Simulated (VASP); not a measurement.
# Rh: single point with r2SCAN

Rh:

```xyz
4
Lattice="2.5781 0.0000 0.0000 -1.2891 2.2327 0.0000 0.0000 0.0000 8.4132" Properties=species:S:1:pos:R:3 pbc="T T T"
Rh   -1.2891    2.2327    0.0000
Rh   -1.2891    2.2327    4.2066
Rh    0.0000    1.4885    2.1033
Rh    1.2891    0.7442    6.3099
```

This isn't the form of Rh at room conditions, which is fcc.

```yaml
Program: VASP 6.6.1
Task: single point
Functional: r2SCAN
Potentials_or_basis: VASP PAW PBE potentials, release 64 (Rh_pv)
Cutoff: 520 eV
k_mesh: 15 × 15 × 4
Occupations: fermi-dirac, width 0.1 eV
Spin: no spin polarisation
```

```yaml
Pressure: 51.5 GPa
Band_gap_on_the_k_mesh: zero (bands 30 and 31 overlap by 2.36 eV)
```

Stress tensor (GPa, compression positive):
```
51.36  0.00  0.00
 0.00 51.36  0.00
 0.00  0.00 51.87
```

Levels at points of the mesh, in eV from the Fermi level:
```csv
k point,band 28,band 29,band 30,band 31,band 32,band 33
"(0.00, 0.00, 0.00)",-1.87,-1.87,-1.11,-1.11,-0.44,-0.44
"(0.00, 0.00, 0.50)",-1.46,-1.46,-1.46,-1.28,-1.28,0.09
```

It took 5.7 min on 1 thread of AMD EPYC 9R45 96-Core Processor (Zen 5), with other jobs on the host, peak memory 0.21 GiB.

Caveat: the cell stands under pressure; the PAW data sets were made with another functional, which shifts forces and pressure a little.
